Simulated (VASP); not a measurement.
BaOs2:

```
CELL_PARAMETERS angstrom
2.92419 0.00000 0.00000
-1.46210 2.53243 0.00000
0.00000 0.00000 8.15209
ATOMIC_POSITIONS crystal
Ba 0.00000 0.00000 0.50000
Os 0.00000 0.00000 0.14411
Os 0.00000 0.00000 0.85589
```

| Item | Value |
| --- | --- |
| Program | VASP 6.6.1 |
| Task | relaxation of cell and atoms |
| Functional | PBE |
| Potentials or basis | VASP PAW PBE potentials, release 64 (Ba_sv, Os) |
| Cutoff | 600 eV |
| k mesh | 18 × 18 × 6 |
| Occupations | gaussian, width 0.1 eV |
| Spin | no spin polarisation |

At the start: pressure 4.2 GPa; volume 20.12 Å³/atom.

Question: Where does the relaxation end?

Answer: Over 12 steps the energy falls by 28.2 meV/atom and the volume is 21.21 Å³/atom (+5.4 %); space group P6/mmm (No. 191, to 0.05 Å).

Step by step:
| step | energy change (eV) | largest force (eV/Å) | pressure (GPa) | volume (Å³) |
| --- | --- | --- | --- | --- |
| 1 | 0.0000 | 0.7406 | 4.25 | 60.37 |
| 2 | -0.0309 | 0.6605 | -4.74 | 65.15 |
| 3 | -0.0518 | 0.6989 | -1.64 | 63.22 |
| 4 | -0.0717 | 0.5690 | 1.27 | 63.33 |
| 5 | -0.0768 | 0.1427 | 0.32 | 63.30 |
| 6 | -0.0784 | 0.1539 | 0.17 | 63.66 |
| 7 | -0.0845 | 0.0191 | 0.19 | 63.49 |
| 8 | -0.0845 | 0.0224 | 0.19 | 63.50 |
| 9 | -0.0846 | 0.0264 | -0.17 | 63.70 |
| 10 | -0.0846 | 0.0249 | -0.04 | 63.63 |
| 11 | -0.0846 | 0.0290 | 0.06 | 63.62 |
| 12 | -0.0846 | 0.0025 | 0.00 | 63.62 |

Final structure:
```
Ba Os
1.0
     2.95534    0.00000    0.00000
    -1.47767    2.55940    0.00000
     0.00000    0.00000    8.41155
Ba Os
1 2
Direct
  0.00000 0.00000 0.50000
  0.00000 0.00000 0.13656
  0.00000 0.00000 0.86344
```
